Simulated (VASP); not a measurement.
# LiF (Fm-3m) in VASP: notebook

Runs on LiF. Level: LDA. Tasks: vibrations by perturbation theory.

Program: VASP 6.6.1. These are calculated values, not measurements. Logs are shortened: lines on timing, memory, paths and dates and some standing lists are left out, and cuts for length are marked.

### Step 1. The cell of the first run

Symmetry: Fm-3m, No. 225, cubic system. Conventional cell: a = 3.889 Å, b = 3.889 Å, c = 3.889 Å, α = 90.00°, β = 90.00°, γ = 90.00°. Li (site symmetry m-3m) has 6 F at 1.94 Å within 2.6 Å. Within 2.6 Å of F (site symmetry m-3m) lie 6 Li at 1.94 Å.

### Step 2. Vibrations by perturbation theory, LDA (7.35 Å³/atom)

INCAR reads:

```
PREC     = Accurate       # precision mode
ENCUT    = 520            # plane-wave cutoff, eV
EDIFF    = 1E-8           # SCF threshold, eV
ISMEAR   = 0              # smearing method
SIGMA    = 0.01           # smearing width, eV
LREAL    = False          # projectors in reciprocal space
LASPH    = True           # aspherical terms in the spheres
NELM     = 100            # most SCF steps
ALGO     = Normal         # electronic algorithm
ISIF     = 2              # what is computed and relaxed
LWAVE    = False          # write WAVECAR
LCHARG   = False          # write CHGCAR
GGA      = CA             # functional
NBANDS   = 12             # bands
IBRION   = 8              # ionic algorithm
NSW      = 1              # ionic steps
```

KPOINTS reads:

```
Automatic mesh
0
Gamma
  10 10 10
```

POSCAR reads:

```
LiF
1.0
    0.0000000000      1.9446410895      1.9446410895
    1.9446410895      0.0000000000      1.9446410895
    1.9446410895      1.9446410895      0.0000000000
Li F
1 1
Direct
    0.0000000000      0.0000000000      0.0000000000
    0.5000000000      0.5000000000      0.5000000000
```

Potentials or basis: VASP PAW LDA potentials, release 64 (Li_sv, F).

Started as:

```sh
$ cat potpaw_LDA.64/Li_sv/POTCAR potpaw_LDA.64/F/POTCAR > POTCAR
$ mpirun -np 1 vasp_std > vasp.out
```

OUTCAR:

```text
PREC = Accurate
   ENCUT = 520
   EDIFF = 1E-8
   ISMEAR = 0
   LREAL = False
   LASPH = True
   NELM = 100
   ISIF = 2
   GGA = CA
   IBRION = 8
   NSW = 1

 ion  position               nearest neighbor table
   1  0.000  0.000  0.000-   2 1.94   2 1.94   2 1.94   2 1.94   2 1.94   2 1.94
   2  0.500  0.500  0.500-   1 1.94   1 1.94   1 1.94   1 1.94   1 1.94   1 1.94

  LATTYP: Found a face centered cubic cell.
 ALAT       =     3.8892821790

  Lattice vectors:

 A1 = (   0.0000000000,   1.9446410895,   1.9446410895)
 A2 = (   1.9446410895,   0.0000000000,   1.9446410895)
 A3 = (   1.9446410895,   1.9446410895,   0.0000000000)

Analysis of symmetry for initial positions (statically):
=====================================================================
 Subroutine PRICEL returns:
 Original cell was already a primitive cell.

 Routine SETGRP: Setting up the symmetry group for a
 face centered cubic supercell.

 Subroutine GETGRP returns: Found 48 space group operations
 (whereof 48 operations were pure point group operations)
 out of a pool of 48 trial point group operations.

The static configuration has the point symmetry O_h .

Analysis of symmetry for dynamics (positions and initial velocities):
=====================================================================
 Subroutine PRICEL returns:
 Original cell was already a primitive cell.

 Routine SETGRP: Setting up the symmetry group for a
 face centered cubic supercell.

 Subroutine GETGRP returns: Found 48 space group operations
 (whereof 48 operations were pure point group operations)
 out of a pool of 48 trial point group operations.

The dynamic configuration has the point symmetry O_h .

 Subroutine INISYM returns: Found 48 space group operations
 (whereof 48 operations are pure point group operations),
 and found     1 'primitive' translations

----------------------------------------------------------------------------------------

                                     Primitive cell

  volume of cell :      14.7078

  direct lattice vectors                    reciprocal lattice vectors
     0.000000000  1.944641089  1.944641089    -0.257116854  0.257116854  0.257116854
     1.944641089  0.000000000  1.944641089     0.257116854 -0.257116854  0.257116854
     1.944641089  1.944641089  0.000000000     0.257116854  0.257116854 -0.257116854

  length of vectors
     2.750137803  2.750137803  2.750137803     0.445339455  0.445339455  0.445339455

  position of ions in fractional coordinates (direct lattice)
     0.000000000  0.000000000  0.000000000
     0.500000000  0.500000000  0.500000000

  ion indices of the primitive-cell ions
   primitive index   ion index
                 1           1
                 2           2

----------------------------------------------------------------------------------------

 KPOINTS: Automatic mesh

Automatic generation of k-mesh.
 Grid dimensions read from file:
 generate k-points for:   10   10   10

 Generating k-lattice:

  Cartesian coordinates                     Fractional coordinates (reciprocal lattice)
    -0.025711685  0.025711685  0.025711685     0.100000000  0.000000000  0.000000000
     0.025711685 -0.025711685  0.025711685     0.000000000  0.100000000  0.000000000
     0.025711685  0.025711685 -0.025711685     0.000000000  0.000000000  0.100000000

  Length of vectors
     0.044533946  0.044533946  0.044533946

  Shift w.r.t. Gamma in fractional coordinates (k-lattice)
     0.000000000  0.000000000  0.000000000

 Subroutine IBZKPT returns following result:
[... 86 lines left out ...]

--------------------------------------- Ionic step        1  -------------------------------------------

 number of electron      10.0000000 magnetization

 number of electron       9.9999976 magnetization

 Free energy of the ion-electron system (eV)
  ---------------------------------------------------
  ext. energy  EPLUGINS =         0.00000000
  ---------------------------------------------------
  free energy    TOTEN  =       -10.49900915 eV

  energy without entropy =      -10.49900915  energy(sigma->0) =      -10.49900915

 E-fermi :  -0.5615     XC(G=0): -11.2043

 val. band max:       -0.6028419346   @ k =   0.0000   0.0000   0.0000
 cond. band min:       9.2398984984   @ k =   0.0000   0.0000   0.0000
 fundamental gap:      9.8427404330
 Fermi energy:        -0.5614517292

 k-point     1 :       0.0000    0.0000    0.0000
  band No.  band energies     occupation
      1     -40.1762      2.00000
      2     -20.4782      2.00000
      3      -0.6028      2.00000
      4      -0.6028      2.00000
      5      -0.6028      2.00000
      6       9.2399      0.00000
      7      24.2263      0.00000
      8      24.2263      0.00000
      9      24.2263      0.00000
     10      24.3412      0.00000
     11      24.3412      0.00000
     12      24.3412      0.00000
[... 331 lines left out ...]
 k-point    24 :       0.4000    0.3000    0.0000
  band No.  band energies     occupation
      1     -40.0663      2.00000
      2     -19.8096      2.00000
      3      -3.3446      2.00000
      4      -1.6559      2.00000
      5      -1.5215      2.00000
      6      13.1499      0.00000
      7      16.3801      0.00000
      8      18.6873      0.00000
      9      20.2436      0.00000
     10      21.3439      0.00000
     11      35.4702      0.00000
     12      35.8170      0.00000

 [... further k-points ...]

------------------------ aborting loop because EDIFF is reached ----------------------------------------

  FORCE on cell =-STRESS in cart. coord.  units (eV):
  Direction    XX          YY          ZZ          XY          YZ          ZX
  --------------------------------------------------------------------------------------
  -------------------------------------------------------------------------------------
  Total        0.1031388      0.1031388      0.1031388      0.0000000     -0.0000000      0.0000000
  in kB       11.2352893     11.2352893     11.2352893      0.0000000     -0.0000000      0.0000000
  external PRESSURE =      11.2352893 kB  Pullay stress =       0.0000000 kB

 VOLUME and BASIS-vectors are now :
 -----------------------------------------------------------------------------
  energy-cutoff  :      520.00
  volume of cell :       14.71
      direct lattice vectors                 reciprocal lattice vectors
     0.000000000  1.944641089  1.944641089    -0.257116854  0.257116854  0.257116854
     1.944641089  0.000000000  1.944641089     0.257116854 -0.257116854  0.257116854
     1.944641089  1.944641089  0.000000000     0.257116854  0.257116854 -0.257116854

 POSITION                                       TOTAL-FORCE (eV/Angst)
 -----------------------------------------------------------------------------------
      0.00000      0.00000      0.00000        -0.000000      0.000000      0.000000
      1.94464      1.94464      1.94464         0.000000     -0.000000     -0.000000
 -----------------------------------------------------------------------------------
    total drift:                                0.000000      0.000000      0.000000

  FREE ENERGIE OF THE ION-ELECTRON SYSTEM (eV)
  ---------------------------------------------------
  free  energy   TOTEN  =       -10.4990091549 eV

  energy  without entropy=      -10.4990091549  energy(sigma->0) =      -10.49900915

[... ionic steps 2 to 3 ...]

--------------------------------------- Ionic step        4  -------------------------------------------

------------------------ aborting loop because EDIFF is reached ----------------------------------------

[... ionic steps 5 to 6 ...]

--------------------------------------- Ionic step        7  -------------------------------------------

 Free energy of the ion-electron system (eV)
  ---------------------------------------------------
  ---------------------------------------------------
  free energy    TOTEN  =        -0.50901888 eV

  energy without entropy =       -0.50901888

------------------------ aborting loop because EDIFF is reached ----------------------------------------

 INTERNAL STRAIN TENSOR  FOR ION    2  DIRECTION 1   (eV/Angst):
 -----------------------------------------------------------------------------
     0.00677 -0.00000  0.00000
    -0.00000  0.00549 -0.00000
     0.00000 -0.00000  0.00549

 INTERNAL STRAIN TENSOR FOR ION    2 for displacements in x,y,z  (eV/Angst):
          X           Y           Z          XY          YZ          ZX
  --------------------------------------------------------------------------------
  x     0.00000     0.00000     0.00000     0.00000     0.00000     0.00000
  y     0.00000     0.00000     0.00000     0.00000     0.00000     0.00000
  z     0.00000     0.00000     0.00000     0.00000     0.00000     0.00000

 SECOND DERIVATIVES (NOT SYMMETRIZED)
 ------------------------------------
               1X          1Y          1Z          2X          2Y          2Z
  1X    -2.383498    0.000000    0.000000    2.383498    0.000000    0.000000
  1Y     0.000000   -2.383498    0.000000    0.000000    2.383498    0.000000
  1Z     0.000000    0.000000   -2.383498    0.000000    0.000000    2.383498
  2X     2.367655    0.000000    0.000000   -2.367655    0.000000    0.000000
  2Y     0.000000    2.367655    0.000000    0.000000   -2.367655    0.000000
  2Z     0.000000    0.000000    2.367655    0.000000    0.000000   -2.367655

 Eigenvectors and eigenvalues of the dynamical matrix
 ----------------------------------------------------

   1 f  =   10.656381 THz    66.956019 2PiTHz  355.458619 cm-1    44.071232 meV
             X         Y         Z           dx          dy          dz
      0.000000  0.000000  0.000000     0.000000    0.855440    0.000000
      1.944641  1.944641  1.944641     0.000000   -0.517902    0.000000
[... 21 lines left out ...]
   6 f/i=    0.015742 THz     0.098913 2PiTHz    0.525112 cm-1     0.065106 meV
             X         Y         Z           dx          dy          dz
      0.000000  0.000000  0.000000    -0.048730    0.503343    0.111775
      1.944641  1.944641  1.944641    -0.080489    0.831392    0.184623

--------------------------------------------------------------------------------------------------------

 ELASTIC MODULI CONTR FROM IONIC RELAXATION (kBar)
 Direction    XX          YY          ZZ          XY          YZ          ZX
 --------------------------------------------------------------------------------
 XX           0.0000      0.0000      0.0000      0.0000      0.0000      0.0000
 YY           0.0000      0.0000      0.0000      0.0000      0.0000      0.0000
 ZZ           0.0000      0.0000      0.0000      0.0000      0.0000      0.0000
 XY           0.0000      0.0000      0.0000      0.0000      0.0000      0.0000
 YZ           0.0000      0.0000      0.0000      0.0000      0.0000      0.0000
 ZX           0.0000      0.0000      0.0000      0.0000      0.0000      0.0000
 --------------------------------------------------------------------------------
```

Run time: 37 s. Hardware: 1 thread of Intel Xeon 6975P-C (Granite Rapids), shared host; peak memory 0.15 GiB.

Results:

| Item | Value |
| --- | --- |
| Highest phonon frequency at Γ, LO-TO splitting left out | 355 cm⁻¹ |

Phonon frequencies in cm⁻¹ (negative: imaginary):
| q point | frequencies |
| --- | --- |
| (0.000, 0.000, 0.000) | -1 -1 -1 355 355 355 |

Caveat: the cell stands under pressure or tension, which shifts response properties; the cutoff is under 1.25 times the usual one of these potentials, so pressure, stress and relaxed cells hold a basis-set (Pulay) error.

(Part 1 of 5 ends here.)
